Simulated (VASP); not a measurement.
# HgTe (rocksalt type) (Fm-3m) in VASP: single point with PBEsol

Aim: the single point of HgTe (rocksalt type) with PBEsol.

Everything below comes from runs of VASP 6.6.1. Logs are shortened: lines on timing, memory, paths and dates and some standing lists are left out, and cuts for length are marked.

### 1 The cell of the first run

It takes space group Fm-3m (No. 225, cubic). The conventional cell has a = 4.920 Å, b = 4.920 Å, c = 4.920 Å, α = 90.00°, β = 90.00°, γ = 90.00°. Hg (site symmetry m-3m) has 6 Te at 2.46 Å within 3.2 Å. Te (site symmetry m-3m) has 6 Hg at 2.46 Å within 3.2 Å.

### 2 Single point, PBEsol (14.89 Å³/atom)

POSCAR reads:

```
HgTe
1.0
    0.0000000000      2.4600887025      2.4600887025
    2.4600887025      0.0000000000      2.4600887025
    2.4600887025      2.4600887025      0.0000000000
Hg Te
1 1
Direct
    0.0000000000      0.0000000000      0.0000000000
    0.5000000000      0.5000000000      0.5000000000
```

INCAR.step1 reads:

```
PREC = Accurate ; ENCUT = 520
EDIFF = 1E-6 ; ISMEAR = -1
SIGMA = 0.1 ; LREAL = F
LASPH = T ; NELM = 100
ALGO = Normal ; ISIF = 2
LWAVE = F ; LCHARG = T
GGA = PS ; NBANDS = 16
```

KPOINTS.step1 reads:

```
Automatic mesh
0
Gamma
  11 11 11
```

INCAR.step2 reads:

```
PREC = Accurate ; ENCUT = 520
EDIFF = 1E-6 ; ISMEAR = -5
SIGMA = 0.1 ; LREAL = F
LASPH = T ; NELM = 100
ALGO = Normal ; ISIF = 2
LWAVE = F ; LCHARG = F
GGA = PS ; LORBIT = 10
NBANDS = 16 ; NEDOS = 2001
ICHARG = 11
```

KPOINTS.step2 reads:

```
Automatic mesh
0
Gamma
  17 17 17
```

Potentials or basis: VASP PAW PBE potentials, release 64 (Hg, Te).

The run is started by

```sh
$ cat potpaw_PBE.64/Hg/POTCAR potpaw_PBE.64/Te/POTCAR > POTCAR
$ cp INCAR.step1 INCAR
$ cp KPOINTS.step1 KPOINTS
$ mpirun -np 1 vasp_std > vasp.out
$ cp INCAR.step2 INCAR
$ cp KPOINTS.step2 KPOINTS
$ mpirun -np 1 vasp_std > vasp.out
```

OUTCAR:

```text
PREC = Accurate
   ENCUT = 520
   EDIFF = 1E-6
   ISMEAR = -5
   LREAL = F
   LASPH = T
   NELM = 100
   ISIF = 2
   GGA = PS
   LORBIT = 10
   ICHARG = 11

 ion  position               nearest neighbor table
   1  0.000  0.000  0.000-   2 2.46   2 2.46   2 2.46   2 2.46   2 2.46   2 2.46
   2  0.500  0.500  0.500-   1 2.46   1 2.46   1 2.46   1 2.46   1 2.46   1 2.46

  LATTYP: Found a face centered cubic cell.
 ALAT       =     4.9201774050

  Lattice vectors:

 A1 = (   0.0000000000,   2.4600887025,   2.4600887025)
 A2 = (   2.4600887025,   0.0000000000,   2.4600887025)
 A3 = (   2.4600887025,   2.4600887025,   0.0000000000)

Analysis of symmetry for initial positions (statically):
=====================================================================
 Subroutine PRICEL returns:
 Original cell was already a primitive cell.

 Routine SETGRP: Setting up the symmetry group for a
 face centered cubic supercell.

 Subroutine GETGRP returns: Found 48 space group operations
 (whereof 48 operations were pure point group operations)
 out of a pool of 48 trial point group operations.

The static configuration has the point symmetry O_h .

Analysis of symmetry for dynamics (positions and initial velocities):
=====================================================================
 Subroutine PRICEL returns:
 Original cell was already a primitive cell.

 Routine SETGRP: Setting up the symmetry group for a
 face centered cubic supercell.

 Subroutine GETGRP returns: Found 48 space group operations
 (whereof 48 operations were pure point group operations)
 out of a pool of 48 trial point group operations.

The dynamic configuration has the point symmetry O_h .

 Subroutine INISYM returns: Found 48 space group operations
 (whereof 48 operations are pure point group operations),
 and found     1 'primitive' translations

----------------------------------------------------------------------------------------

                                     Primitive cell

  volume of cell :      29.7771

  direct lattice vectors                    reciprocal lattice vectors
     0.000000000  2.460088702  2.460088702    -0.203244704  0.203244704  0.203244704
     2.460088702  0.000000000  2.460088702     0.203244704 -0.203244704  0.203244704
     2.460088702  2.460088702  0.000000000     0.203244704  0.203244704 -0.203244704

  length of vectors
     3.479090808  3.479090808  3.479090808     0.352030154  0.352030154  0.352030154

  position of ions in fractional coordinates (direct lattice)
     0.000000000  0.000000000  0.000000000
     0.500000000  0.500000000  0.500000000

  ion indices of the primitive-cell ions
   primitive index   ion index
                 1           1
                 2           2

----------------------------------------------------------------------------------------

 KPOINTS: Automatic mesh

Automatic generation of k-mesh.
 Grid dimensions read from file:
 generate k-points for:   17   17   17

 Generating k-lattice:

  Cartesian coordinates                     Fractional coordinates (reciprocal lattice)
    -0.011955571  0.011955571  0.011955571     0.058823529  0.000000000  0.000000000
     0.011955571 -0.011955571  0.011955571     0.000000000  0.058823529  0.000000000
     0.011955571  0.011955571 -0.011955571     0.000000000  0.000000000  0.058823529

  Length of vectors
     0.020707656  0.020707656  0.020707656

  Shift w.r.t. Gamma in fractional coordinates (k-lattice)
     0.000000000  0.000000000  0.000000000

 TETIRR: Found    693 inequivalent tetrahedra from    29478

 Subroutine IBZKPT returns following result:
 ===========================================

 Found    165 irreducible k-points:

 Following reciprocal coordinates:
            Coordinates               Weight
  0.000000  0.000000  0.000000      1.000000
  0.058824  0.000000  0.000000      8.000000
  0.117647  0.000000  0.000000      8.000000
  0.176471  0.000000  0.000000      8.000000
  0.235294  0.000000  0.000000      8.000000
  0.294118  0.000000  0.000000      8.000000
[... 16 lines left out ...]
 -0.176471  0.058824  0.000000     24.000000
 -0.117647  0.058824  0.000000     24.000000
 [... further k-points ...]
   k-points           NKPTS =    165   k-points in BZ     NKDIM =    165   number of bands    NBANDS=     16
   number of dos      NEDOS =   2001   number of ions     NIONS =      2
   total plane-waves  NPLWV =  21952
   dimension x,y,z NGX =    28 NGY =   28 NGZ =   28
   dimension x,y,z NGXF=    56 NGYF=   56 NGZF=   56
   ions per type =               1   1
   NGX,Y,Z   is equivalent  to a cutoff of  13.38, 13.38, 13.38 a.u.
   NGXF,Y,Z  is equivalent  to a cutoff of  26.76, 26.76, 26.76 a.u.
 SYSTEM =  unknown system
   PREC   = accura    normal or accurate (medium, high low for compatibility)
   ISTART =      0    job   : 0-new  1-cont  2-samecut
   ICHARG =     11    charge: 1-file 2-atom 10-const
   ISPIN  =      1    spin polarized calculation?
   LNONCOLLINEAR =      F non collinear calculations
   LSORBIT =      F    spin-orbit coupling
   LASPH  =      T    aspherical Exc in radial PAW
   ENCUT  =  520.0 eV  38.22 Ry    6.18 a.u.   6.47  6.47  6.47*2*pi/ulx,y,z
   NELM   =    100;   NELMIN=  2; NELMDL=  0     # of ELM steps
   EDIFF  = 0.1E-05   stopping-criterion for ELM
   LREAL  =      F    real-space projection
   EDIFFG = 0.1E-04   stopping-criterion for IOM
   NSW    =      0    number of steps for IOM
   IBRION =     -1    ionic relax: 0-MD 1-quasi-New 2-CG
   NFREE  =      0    steps in history (QN), initial steepest desc. (CG)
   ISIF   =      2    stress and relaxation
   ISYM   =      2    0-nonsym 1-usesym 2-fastsym
   POTIM  = 0.5000    time-step for ionic-motion
   TEBEG  =    0.0;   TEEND  =   0.0 temperature during run
   PSTRESS=    0.0 pullay stress
   NELECT =      18.0000    total number of electrons
   NUPDOWN=      -1.0000    fix difference up-down
   EMIN   =  10.00;   EMAX   =-10.00  energy-range for DOS
   EFERMI =   0.00;   METHOD = LEGACY
   ISMEAR =    -5;   SIGMA  =   0.10  broadening in eV -4-tet -1-fermi 0-gaus
   EFERMI_NEDOS =   21; number of points for ismear=-14 and -15
   IALGO  =     38    algorithm
   IMIX   =      4    mixing-type and parameters
     AMIX     =   0.40;   BMIX     =  1.00
     AMIX_MAG =   1.60;   BMIX_MAG =  1.00
  volume/ion in A,a.u.               =      14.89       100.47
  Fermi-wavevector in a.u.,A,eV,Ry     =   1.384219  2.615795 26.069621  1.916063
  Thomas-Fermi vector in A             =   2.508744
   LORBIT       =     10    0 simple, 1 ext, 2 COOP (PROOUT), +10 PAW based schemes
   GGA     = PS    functional components
   LHFCALC =     F    Hartree Fock is set to
   AEXX    =    0.0000 exact exchange contribution
   IVDW    =     0    specifies the selected vdW correction
   LEPSILON=     F    determine dielectric tensor
   LRPA    =     F    only Hartree local field effects (RPA)
 non-spin polarized calculation
 Fermi weights with tetrahedron method with Bloechl corrections
  energy-cutoff  :      520.00
  volume of cell :       29.78
 maximum number of plane-waves:       824
 NGX is ok and might be reduce to    28

 number of electron      17.9999999 magnetization

 Free energy of the ion-electron system (eV)
  ---------------------------------------------------
  ext. energy  EPLUGINS =         0.00000000
  ---------------------------------------------------
  free energy    TOTEN  =         2.94431404 eV

  energy without entropy =        2.94431404  energy(sigma->0) =        2.94431404

 E-fermi :  14.7302     XC(G=0): -13.3624

 val. band max:       15.1083953912   @ k =   0.3529   0.0000   0.0000
 cond. band min:      14.5326797434   @ k =   0.2941   0.0000   0.0000
 fundamental gap:     -0.5757156478
 Fermi energy:        14.7301929940

 k-point     1 :       0.0000    0.0000    0.0000
  band No.  band energies     occupation
      1      -4.8002      2.00000
      2       3.4947      2.00000
      3       3.4947      2.00000
      4       3.4947      2.00000
      5       3.5951      2.00000
      6       3.5951      2.00000
[... 8 lines left out ...]
     15      23.4050      0.00000
     16      23.4050      0.00000

 k-point     2 :       0.0588    0.0000    0.0000
  band No.  band energies     occupation
      1      -4.7275      2.00000
      2       3.4644      2.00000
      3       3.4921      2.00000
      4       3.4921      2.00000
      5       3.5622      2.00000
      6       3.5622      2.00000
[... 8 lines left out ...]
     15      23.4954      0.00000
     16      23.4954      0.00000

 k-point     3 :       0.1176    0.0000    0.0000
  band No.  band energies     occupation
      1      -4.5101      2.00000
      2       3.3553      2.00000
      3       3.3553      2.00000
      4       3.3725      2.00000
      5       3.6040      2.00000
      6       3.6040      2.00000
[... 8 lines left out ...]
     15      23.6803      0.00000
     16      23.6803      0.00000

 k-point     4 :       0.1765    0.0000    0.0000
  band No.  band energies     occupation
      1      -4.1516      2.00000
      2       3.1273      2.00000
      3       3.1273      2.00000
      4       3.2142      2.00000
      5       3.7056      2.00000
      6       3.7056      2.00000
[... 8 lines left out ...]
     15      23.9587      0.00000
     16      23.9587      0.00000

 k-point     5 :       0.2353    0.0000    0.0000
  band No.  band energies     occupation
      1      -3.6583      2.00000
      2       2.8701      2.00000
      3       2.8701      2.00000
      4       2.9745      2.00000
      5       3.8346      2.00000
      6       3.8346      2.00000
[... 8 lines left out ...]
     15      24.3521      0.00000
     16      24.3521      0.00000

 k-point     6 :       0.2941    0.0000    0.0000
  band No.  band energies     occupation
      1      -3.0405      2.00000
      2       2.6218      2.00000
      3       2.6228      2.00000
      4       2.6228      2.00000
      5       3.9738      2.00000
      6       3.9738      2.00000
[... 8 lines left out ...]
     15      24.8704      0.00000
     16      24.8704      0.00000
[... 267 lines left out ...]
 k-point    21 :      -0.2941    0.0588    0.0000
  band No.  band energies     occupation
      1      -2.7639      2.00000
      2       2.3250      2.00000
      3       2.4798      2.00000
      4       2.7467      2.00000
      5       3.9673      2.00000
      6       4.0995      2.00000
[... 8 lines left out ...]
     15      24.3993      0.00000
     16      26.4792      0.00000

 k-point    22 :      -0.2353    0.0588    0.0000
  band No.  band energies     occupation
      1      -3.4114      2.00000
      2       2.6957      2.00000
      3       2.7083      2.00000
      4       2.9831      2.00000
      5       3.8267      2.00000
      6       3.9666      2.00000
[... 8 lines left out ...]
     15      23.8338      0.00000
     16      25.7564      0.00000

 k-point    23 :      -0.1765    0.0588    0.0000
  band No.  band energies     occupation
      1      -3.9425      2.00000
      2       2.9431      2.00000
      3       3.0213      2.00000
      4       3.1824      2.00000
      5       3.6973      2.00000
      6       3.8303      2.00000
[... 8 lines left out ...]
     15      23.4061      0.00000
     16      25.1617      0.00000

 k-point    24 :      -0.1176    0.0588    0.0000
  band No.  band energies     occupation
      1      -4.3437      2.00000
      2       3.1922      2.00000
      3       3.2708      2.00000
      4       3.3301      2.00000
      5       3.5946      2.00000
      6       3.7105      2.00000
[... 8 lines left out ...]
     15      23.0987      0.00000
     16      24.5698      0.00000

 [... further k-points ...]

------------------------ aborting loop because EDIFF is reached ----------------------------------------

  FORCE on cell =-STRESS in cart. coord.  units (eV):
  Direction    XX          YY          ZZ          XY          YZ          ZX
  --------------------------------------------------------------------------------------
  -------------------------------------------------------------------------------------
  Total       31.8845821     31.8845821     31.8845821     -0.0000000     -0.0000000     -0.0000000
  in kB     1715.5722618   1715.5722618   1715.5722618     -0.0000000     -0.0000000     -0.0000000
  external PRESSURE =    1715.5722618 kB  Pullay stress =       0.0000000 kB

 VOLUME and BASIS-vectors are now :
 -----------------------------------------------------------------------------
  energy-cutoff  :      520.00
  volume of cell :       29.78
      direct lattice vectors                 reciprocal lattice vectors
     0.000000000  2.460088702  2.460088702    -0.203244704  0.203244704  0.203244704
     2.460088702  0.000000000  2.460088702     0.203244704 -0.203244704  0.203244704
     2.460088702  2.460088702  0.000000000     0.203244704  0.203244704 -0.203244704

 POSITION                                       TOTAL-FORCE (eV/Angst)
 -----------------------------------------------------------------------------------
      0.00000      0.00000      0.00000         0.000000      0.000000      0.000000
      2.46009      2.46009      2.46009        -0.000000     -0.000000     -0.000000
 -----------------------------------------------------------------------------------
    total drift:                               -0.000000      0.000000      0.000000

  FREE ENERGIE OF THE ION-ELECTRON SYSTEM (eV)
  ---------------------------------------------------
  free  energy   TOTEN  =         2.9443140390 eV

  energy  without entropy=        2.9443140390  energy(sigma->0) =        2.94431404

 total charge

# of ion       s       p       d       tot
------------------------------------------
    1        1.006   1.084   9.489  11.579
    2        1.429   2.293   0.247   3.969
--------------------------------------------------
tot          2.435   3.377   9.736  15.548
```

Wall time 70 s (1 thread of Intel Xeon Platinum 8259CL at 2.50GHz (Skylake/Cascade Lake), shared host); peak memory 0.21 GiB.

What came out:

| Item | Value |
| --- | --- |
| Valence electrons inside the program's atomic spheres | Hg 11.58; Te 3.97 |

Levels at points of the mesh, in eV from the Fermi level:
```csv
k point,band 7,band 8,band 9,band 10,band 11,band 12
"(0.00, 0.00, 0.00)",-2.16,-2.16,-2.16,4.03,4.45,8.18
```

Caveat: the PAW data sets were made with another functional, which shifts forces and pressure a little; spin-orbit coupling is left out, which moves the levels of the heavy elements; tetrahedron occupations give inexact forces and stress in metals.
